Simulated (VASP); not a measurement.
A run of VASP 6.6.1:

The input INCAR:

```
ALGO     = Normal         # electronic algorithm
EDIFF    = 1E-6           # SCF threshold, eV
ENCUT    = 1000           # plane-wave cutoff, eV
GGA      = PE             # functional
GGA_COMPAT= False        
ISIF     = 2              # what is computed and relaxed
ISMEAR   = -1             # smearing method
LASPH    = True           # aspherical terms in the spheres
LCHARG   = True           # write CHGCAR
LELF     = True           # ELF
LREAL    = Auto         
LVHAR    = True         
LWAVE    = False          # write WAVECAR
NBANDS   = 68             # bands
NELM     = 120            # most SCF steps
PREC     = Accurate       # precision mode
SIGMA    = 0.02           # smearing width, eV
```

The input KPOINTS:

```
k-points
0
Gamma
  1 1 1
```

The input POSCAR:

```
SiH4CO
1.0
    9.0856030000      0.0000000000      0.0000000000
    0.0000000000      9.0856030000      0.0000000000
    0.0000000000      0.0000000000      9.0856030000
Si H O C
5 20 5 5
Direct
    0.5977258747      0.3197806464      0.7550517010
    0.8633659208      0.9356671208      0.1798009444
    0.0890199583      0.6048470311      0.0228933622
    0.0938517785      0.9716691341      0.6603964536
    0.5349782508      0.8063086182      0.5295961094
    0.4423371789      0.2885884404      0.7622829217
    0.6351807359      0.4017234739      0.6185060034
    0.6602863894      0.3811084416      0.8956917884
    0.6643697727      0.1618604731      0.7279869041
    0.7826007806      1.0387092634      0.2757879692
    0.8929071631      0.7898209948      0.2538521659
    0.7786164551      0.8944040368      0.0406577307
    1.0031365007      1.0159039527      0.1433256549
    0.1518996593      0.6249997936      0.1754754197
   -0.0508386730      0.5174340107      0.0547349471
    0.0795324207      0.7616555555     -0.0297613708
    0.1862176897      0.5148915267     -0.0746125491
   -0.0522144760      0.9130489193      0.6637974387
    0.1906312658      0.8545607815      0.7208987670
    0.1358412865      0.9962905049      0.5007152525
    0.1286100658      1.1137730759      0.7506711442
    0.5167736253      0.9565242945      0.5982541830
    0.5317313556      0.6855901584      0.6392531129
    0.4226246733      0.7842187249      0.4178478853
    0.6727126422      0.7895788535      0.4378135386
    0.1574138778      0.2605440718      0.3509178202
    0.5476026192      0.7098813364      0.0153539616
    0.5215834326      0.3143874986      0.2281961913
    0.2188077115      0.1710288244      0.0509157180
   -0.0023663812      0.5538652745      0.5403053600
    0.2204256558      0.3566741800      0.3969576923
    0.4584395774      0.7730912302      0.0756251401
    0.6476290016      0.3126594900      0.2379038573
    0.3058575199      0.1072686095     -0.0097296789
   -0.0331513494      0.5584329406      0.6645018498
```

Potentials or basis: VASP PAW PBE potentials, release 64 (Si, H_h, O_h, C_h).

Run with:

```bash
$ cat potpaw_PBE.64/Si/POTCAR potpaw_PBE.64/H_h/POTCAR potpaw_PBE.64/O_h/POTCAR potpaw_PBE.64/C_h/POTCAR > POTCAR
$ mpirun -np 1 vasp_gam > vasp.out
```

Hardware: 1 thread of Intel(R) Xeon(R) Platinum 8259CL CPU @ 2.50GHz (Skylake/Cascade Lake), on a shared host.

Q: How long does it take, and how much memory?

A: It took 5.2 min on 1 thread of Intel(R) Xeon(R) Platinum 8259CL CPU @ 2.50GHz (Skylake/Cascade Lake) (shared host), peak memory 1.5 GiB. Counts: scf iterations 18, k points 1.
